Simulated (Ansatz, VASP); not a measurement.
PbSe: VASP beside Ansatz

```
Pb Se
1.0
     0.00000    3.21225    3.06308
     3.21225    0.00000    3.06308
     3.21225    3.21225    0.00000
Pb Se
1 1
Direct
  0.00000 0.00000 0.00000
  0.50000 0.50000 0.50000
```

Change from the starting cell: epitaxial_xy strain +4.0%.

Alike in both runs: task single point; functional PBE; k mesh 8 × 8 × 8; occupations fermi-dirac, width 0.02 eV; no spin polarisation.

|  | VASP | Ansatz |
| --- | --- | --- |
| version | VASP 6.6.1 | Ansatz 0.2.0 |
| potentials or method | VASP PAW PBE potentials, release 64 (Pb_d, Se) | plane waves, PAW |
| plane-wave cutoff (eV) | 500 | 420 |
| valence electrons in the cell | 20 | 30 |

|  | VASP | Ansatz | Ansatz less VASP |
| --- | --- | --- | --- |
| pressure (GPa) | -1.9 | -1.8 | +0.02 |
| traceless stress, the component that is largest in VASP (GPa) | 2.80 | 2.80 | -0.008 |

VASP's potentials hold 20 valence electrons a cell and Ansatz's 30, so a difference there can come from the potentials and not from the codes.

Neither program's run includes spin-orbit coupling.
